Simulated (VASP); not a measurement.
# Ti3CN3 in VASP: a series of runs

Runs on Ti3CN3. Level: PBE. Tasks: single point.

All numbers are computed with VASP 6.6.1; they aren't measurements. Logs are shortened: lines on timing, memory, paths and dates and some standing lists are left out, and cuts for length are marked.

## 1. The cell of the first run

The cell holds a slab with vacuum, 7 atoms: a = 3.003 Å, b = 3.003 Å, c = 19.758 Å, α = 90.00°, β = 90.00°, γ = 90.00°.

## 2. Single point, PBE

INCAR

```
SYSTEM = Ti3CN3
  PREC = Accurate
  ENCUT = 520
  EDIFF = 1E-6
  ISMEAR = 0
  SIGMA = 0.1
  LREAL = .False.
  LASPH = .True.
  NELM = 60
  ALGO = Normal
  ISIF = 2
  LWAVE = .False.
  LCHARG = .False.
  LDIPOL = .True.
  IDIPOL = 3
  DIPOL = 0.5 0.5 0.332
  GGA = PE
  NBANDS = 36
```

KPOINTS

```
regular mesh
0
Gamma
  9 9 1
  0 0 0
```

POSCAR

```
Ti3CN3
1.0
    3.0028555063      0.0000000000      0.0000000000
    0.0000000000      3.0028555063      0.0000000000
    0.0000000000      0.0000000000     19.7584944394
Ti N C
3 3 1
Direct
    0.5000000000      0.5000000000      0.2024445745
    0.0000000000      0.0000000000      0.3072496205
    0.5000000000      0.5000000000      0.4076776406
    0.0000000000      0.0000000000      0.2024445745
    0.5000000000      0.5000000000      0.3055678855
    0.0000000000      0.0000000000      0.4179718482
    0.0000000000      0.0000000000      0.4836244074
```

Potentials or basis: VASP PAW PBE potentials, release 64 (Ti_sv, N, C).

Launch:

```sh
$ cat potpaw_PBE.64/Ti_sv/POTCAR potpaw_PBE.64/N/POTCAR potpaw_PBE.64/C/POTCAR > POTCAR
$ mpirun -np 1 vasp_std > vasp.out
```

OUTCAR:

```text
SYSTEM = Ti3CN3
   PREC = Accurate
   ENCUT = 520
   EDIFF = 1E-6
   ISMEAR = 0
   LREAL = .False.
   LASPH = .True.
   NELM = 60
   ISIF = 2
   GGA = PE

 ion  position               nearest neighbor table
   1  0.500  0.500  0.202-   5 2.04   4 2.12   4 2.12   4 2.12   4 2.12
   2  0.000  0.000  0.307-   4 2.07   5 2.12   5 2.12   5 2.12   5 2.12   6 2.19   3 2.91   3 2.91
                             3 2.91   3 2.91
   3  0.500  0.500  0.408-   5 2.02   6 2.13   6 2.13   6 2.13   6 2.13   2 2.91   2 2.91   2 2.91
                             2 2.91
   4  0.000  0.000  0.202-   2 2.07   1 2.12   1 2.12   1 2.12   1 2.12
   5  0.500  0.500  0.306-   3 2.02   1 2.04   2 2.12   2 2.12   2 2.12   2 2.12
   6  0.000  0.000  0.418-   7 1.30   3 2.13   3 2.13   3 2.13   3 2.13   2 2.19
   7  0.000  0.000  0.484-   6 1.30

  LATTYP: Found a simple tetragonal cell.
 ALAT       =     3.0028555063
 C/A-ratio  =     6.5799018294

  Lattice vectors:

 A1 = (   3.0028555063,   0.0000000000,   0.0000000000)
 A2 = (   0.0000000000,   3.0028555063,   0.0000000000)
 A3 = (   0.0000000000,   0.0000000000,  19.7584944394)

Analysis of symmetry for initial positions (statically):
=====================================================================
 Subroutine PRICEL returns:
 Original cell was already a primitive cell.

 Routine SETGRP: Setting up the symmetry group for a
 simple tetragonal supercell.

 Subroutine GETGRP returns: Found  8 space group operations
 (whereof  8 operations were pure point group operations)
 out of a pool of 16 trial point group operations.

The static configuration has the point symmetry C_4v.

Analysis of symmetry for dynamics (positions and initial velocities):
=====================================================================
 Subroutine PRICEL returns:
 Original cell was already a primitive cell.

 Routine SETGRP: Setting up the symmetry group for a
 simple tetragonal supercell.

 Subroutine GETGRP returns: Found  8 space group operations
 (whereof  8 operations were pure point group operations)
 out of a pool of 16 trial point group operations.

The dynamic configuration has the point symmetry C_4v.

 Subroutine INISYM returns: Found  8 space group operations
 (whereof  8 operations are pure point group operations),
 and found     1 'primitive' translations

----------------------------------------------------------------------------------------

                                     Primitive cell

  volume of cell :     178.1651

  direct lattice vectors                    reciprocal lattice vectors
     3.002855506  0.000000000  0.000000000     0.333016357  0.000000000  0.000000000
     0.000000000  3.002855506  0.000000000     0.000000000  0.333016357  0.000000000
     0.000000000  0.000000000 19.758494439     0.000000000  0.000000000  0.050611144

  length of vectors
     3.002855506  3.002855506 19.758494439     0.333016357  0.333016357  0.050611144

  position of ions in fractional coordinates (direct lattice)
     0.500000000  0.500000000  0.202444574
     0.000000000  0.000000000  0.307249621
     0.500000000  0.500000000  0.407677641
     0.000000000  0.000000000  0.202444574
     0.500000000  0.500000000  0.305567885
     0.000000000  0.000000000  0.417971848
     0.000000000  0.000000000  0.483624407

  ion indices of the primitive-cell ions
   primitive index   ion index
                 1           1
                 2           2
                 3           3
                 4           4
                 5           5
                 6           6
                 7           7

----------------------------------------------------------------------------------------

 KPOINTS: regular mesh

Automatic generation of k-mesh.
 Grid dimensions read from file:
 generate k-points for:    9    9    1

 Generating k-lattice:

  Cartesian coordinates                     Fractional coordinates (reciprocal lattice)
     0.037001817  0.000000000  0.000000000     0.111111111  0.000000000  0.000000000
     0.000000000  0.037001817  0.000000000     0.000000000  0.111111111  0.000000000
     0.000000000  0.000000000  0.050611144     0.000000000  0.000000000  1.000000000

  Length of vectors
     0.037001817  0.037001817  0.050611144

  Shift w.r.t. Gamma in fractional coordinates (k-lattice)
     0.000000000  0.000000000  0.000000000

 Subroutine IBZKPT returns following result:
 ===========================================

 Found     15 irreducible k-points:

 Following reciprocal coordinates:
            Coordinates               Weight
  0.000000  0.000000  0.000000      1.000000
  0.111111  0.000000  0.000000      4.000000
  0.222222  0.000000  0.000000      4.000000
  0.333333  0.000000  0.000000      4.000000
  0.444444  0.000000  0.000000      4.000000
  0.111111  0.111111  0.000000      4.000000
  0.222222  0.111111  0.000000      8.000000
  0.333333  0.111111  0.000000      8.000000
  0.444444  0.111111  0.000000      8.000000
  0.222222  0.222222  0.000000      4.000000
  0.333333  0.222222  0.000000      8.000000
  0.444444  0.222222  0.000000      8.000000
  0.333333  0.333333  0.000000      4.000000
  0.444444  0.333333  0.000000      8.000000
  0.444444  0.444444  0.000000      4.000000
   k-points           NKPTS =     15   k-points in BZ     NKDIM =     15   number of bands    NBANDS=     36
   number of dos      NEDOS =    301   number of ions     NIONS =      7
   total plane-waves  NPLWV =  86400
   dimension x,y,z NGX =    24 NGY =   24 NGZ =  150
   dimension x,y,z NGXF=    48 NGYF=   48 NGZF=  300
   ions per type =               3   3   1
   NGX,Y,Z   is equivalent  to a cutoff of  13.29, 13.29, 12.62 a.u.
   NGXF,Y,Z  is equivalent  to a cutoff of  26.57, 26.57, 25.24 a.u.
 SYSTEM =  Ti3CN3
   PREC   = accura    normal or accurate (medium, high low for compatibility)
   ISTART =      0    job   : 0-new  1-cont  2-samecut
   ICHARG =      2    charge: 1-file 2-atom 10-const
   ISPIN  =      1    spin polarized calculation?
   LNONCOLLINEAR =      F non collinear calculations
   LSORBIT =      F    spin-orbit coupling
   LASPH  =      T    aspherical Exc in radial PAW
   ENCUT  =  520.0 eV  38.22 Ry    6.18 a.u.   5.58  5.58 36.74*2*pi/ulx,y,z
   NELM   =     60;   NELMIN=  2; NELMDL= -5     # of ELM steps
   EDIFF  = 0.1E-05   stopping-criterion for ELM
   LREAL  =      F    real-space projection
   EDIFFG = 0.1E-04   stopping-criterion for IOM
   NSW    =      0    number of steps for IOM
   IBRION =     -1    ionic relax: 0-MD 1-quasi-New 2-CG
   NFREE  =      0    steps in history (QN), initial steepest desc. (CG)
   ISIF   =      2    stress and relaxation
   ISYM   =      2    0-nonsym 1-usesym 2-fastsym
   POTIM  = 0.5000    time-step for ionic-motion
   TEBEG  =    0.0;   TEEND  =   0.0 temperature during run
   PSTRESS=    0.0 pullay stress
   NELECT =      55.0000    total number of electrons
   NUPDOWN=      -1.0000    fix difference up-down
   EMIN   =  10.00;   EMAX   =-10.00  energy-range for DOS
   EFERMI =   0.00;   METHOD = LEGACY
   ISMEAR =     0;   SIGMA  =   0.10  broadening in eV -4-tet -1-fermi 0-gaus
   EFERMI_NEDOS =   21; number of points for ismear=-14 and -15
   IALGO  =     38    algorithm
   IMIX   =      4    mixing-type and parameters
     AMIX     =   0.40;   BMIX     =  1.00
     AMIX_MAG =   1.60;   BMIX_MAG =  1.00
  volume/ion in A,a.u.               =      25.45       171.76
  Fermi-wavevector in a.u.,A,eV,Ry     =   1.106424  2.090838 16.655892  1.224174
  Thomas-Fermi vector in A             =   2.242924
   LORBIT       =      0    0 simple, 1 ext, 2 COOP (PROOUT), +10 PAW based schemes
   GGA     = PE    functional components
   LHFCALC =     F    Hartree Fock is set to
   AEXX    =    0.0000 exact exchange contribution
   IVDW    =     0    specifies the selected vdW correction
   LEPSILON=     F    determine dielectric tensor
   LRPA    =     F    only Hartree local field effects (RPA)
 non-spin polarized calculation
 Gauss-broadening in eV      SIGMA  =   0.10
  energy-cutoff  :      520.00
  volume of cell :      178.17
 maximum number of plane-waves:      4826
 NGX is ok and might be reduce to    24
   NGX = 11   NGY = 11   NGZ = 73

 dipolmoment           0.000000      0.000000     -0.512342 electrons x Angstroem

 number of electron      54.9999999 magnetization

 dipolmoment           0.000000      0.000000      0.235049 electrons x Angstroem

 Free energy of the ion-electron system (eV)
  ---------------------------------------------------
  ext. energy  EPLUGINS =         0.00000000
  ---------------------------------------------------
  free energy    TOTEN  =       -63.10624521 eV

  energy without entropy =      -63.08412989  energy(sigma->0) =      -63.09518755

 E-fermi :   1.1637     XC(G=0):  -5.5852

 val. band max:        1.1595414581   @ k =   0.2222   0.1111   0.0000
 cond. band min:       1.1844515353   @ k =   0.0000   0.0000   0.0000
 fundamental gap:      0.0249100772
 Fermi energy:         1.1637037253

 k-point     1 :       0.0000    0.0000    0.0000
  band No.  band energies     occupation
      1     -56.7646      2.00000
      2     -56.4379      2.00000
      3     -56.3396      2.00000
      4     -33.2350      2.00000
      5     -32.8438      2.00000
      6     -32.8438      2.00000
[... 28 lines left out ...]
     35       2.6349      0.00000
     36       2.7960      0.00000

 k-point     2 :       0.1111    0.0000    0.0000
  band No.  band energies     occupation
      1     -56.7605      2.00000
      2     -56.4315      2.00000
      3     -56.3386      2.00000
      4     -33.2321      2.00000
      5     -32.9021      2.00000
      6     -32.8369      2.00000
[... 28 lines left out ...]
     35       3.0452      0.00000
     36       3.1740      0.00000
[... 466 lines left out ...]
     35       3.5835      0.00000
     36       3.6192      0.00000

 k-point    15 :       0.4444    0.4444    0.0000
  band No.  band energies     occupation
      1     -56.7017      2.00000
      2     -56.3392      2.00000
      3     -56.3140      2.00000
      4     -33.1508      2.00000
      5     -33.1196      2.00000
      6     -33.1117      2.00000
[... 28 lines left out ...]
     35       3.6795      0.00000
     36       3.6816      0.00000

------------------------ aborting loop because EDIFF is reached ----------------------------------------

 vacuum level on the upper side and lower side of the slab       (xc-potential included)         2.219        -2.413

  FORCE on cell =-STRESS in cart. coord.  units (eV):
  Direction    XX          YY          ZZ          XY          YZ          ZX
  --------------------------------------------------------------------------------------
  -------------------------------------------------------------------------------------
  Total        0.8042295      0.8042295     -0.0630442      0.0000000      0.0000000     -0.0000000
  in kB        7.2321569      7.2321569     -0.5669342      0.0000000      0.0000000     -0.0000000
  external PRESSURE =       4.6324598 kB  Pullay stress =       0.0000000 kB

 VOLUME and BASIS-vectors are now :
 -----------------------------------------------------------------------------
  energy-cutoff  :      520.00
  volume of cell :      178.17
      direct lattice vectors                 reciprocal lattice vectors
     3.002855506  0.000000000  0.000000000     0.333016357  0.000000000  0.000000000
     0.000000000  3.002855506  0.000000000     0.000000000  0.333016357  0.000000000
     0.000000000  0.000000000 19.758494439     0.000000000  0.000000000  0.050611144

 POSITION                                       TOTAL-FORCE (eV/Angst)
 -----------------------------------------------------------------------------------
      1.50143      1.50143      4.00000         0.000000     -0.000000      1.659436
      0.00000      0.00000      6.07079         0.000000     -0.000000      0.454502
      1.50143      1.50143      8.05510         0.000000     -0.000000      0.790200
      0.00000      0.00000      4.00000         0.000000     -0.000000     -1.686268
      1.50143      1.50143      6.03756         0.000000      0.000000     -0.362864
      0.00000      0.00000      8.25849         0.000000     -0.000000     -1.016103
      0.00000      0.00000      9.55569         0.000000     -0.000000      0.161097
 -----------------------------------------------------------------------------------
    total drift:                                0.000000      0.000000      0.000692

  FREE ENERGIE OF THE ION-ELECTRON SYSTEM (eV)
  ---------------------------------------------------
  free  energy   TOTEN  =       -63.1062452071 eV

  energy  without entropy=      -63.0841298864  energy(sigma->0) =      -63.09518755

 vacuum level on the upper side and lower side of the slab         7.995         3.156
```

Wall time 87 s (1 thread of Intel Xeon 6975P-C (Granite Rapids), shared host); peak memory 0.31 GiB.

Results:

```yaml
Free_energy: -63.1062 eV
Largest_force: 1.686 eV/Å
```

Forces on the atoms (eV/Å):
```
Ti   0.000  0.000  1.659
Ti   0.000  0.000  0.455
Ti   0.000  0.000  0.790
N    0.000  0.000 -1.686
N    0.000  0.000 -0.363
N    0.000  0.000 -1.016
C    0.000  0.000  0.161
```

## 3. Single point, PBE

INCAR

```
SYSTEM = Ti3CN3
  ALGO = Normal
  DIPOL = 0.5 0.5 0.337
  EDIFF = 1E-7
  ENCUT = 520
  GGA = PE
  IDIPOL = 3
  ISIF = 2
  ISMEAR = 0
  LASPH = .True.
  LCHARG = .False.
  LDIPOL = .True.
  LREAL = .False.
  LWAVE = .False.
  NBANDS = 36
  NELM = 100
  PREC = Accurate
  SIGMA = 0.1
```

KPOINTS

```
k-points
0
Gamma
  9 9 1
  0 0 0
```

Changes to POSCAR since step 2:

```diff
@@ -14,2 +14,2 @@
     0.0000000000      0.0000000000      0.4179718482
-    0.0000000000      0.0000000000      0.4836244074
+    0.5000000000      0.5000000000      0.5178125747
```

Potentials or basis: VASP PAW PBE potentials, release 64 (Ti_sv, N, C).

Launch:

```sh
$ cat potpaw_PBE.64/Ti_sv/POTCAR potpaw_PBE.64/N/POTCAR potpaw_PBE.64/C/POTCAR > POTCAR
$ mpirun -np 1 vasp_std > vasp.out
```

Wall time 1.7 min (1 thread of Intel Xeon 6975P-C (Granite Rapids), shared host); peak memory 0.31 GiB.

Results (log left out):

```
Free energy   : -60.1968 eV
Largest force : 2.740 eV/Å
```

Forces on the atoms (eV/Å):
```
Ti   0.000  0.000  1.324
Ti   0.000  0.000 -0.089
Ti   0.000  0.000  2.740
N    0.000  0.000 -1.577
N    0.000  0.000 -0.740
N    0.000  0.000 -1.664
C    0.000  0.000  0.006
```

Levels at points of the mesh, in eV from the Fermi level:
| k point | band 25 | band 26 | band 27 | band 28 | band 29 | band 30 |
| --- | --- | --- | --- | --- | --- | --- |
| (0.00, 0.00, 0.00) | -1.70 | -1.70 | -1.54 | -0.62 | -0.49 | 0.16 |
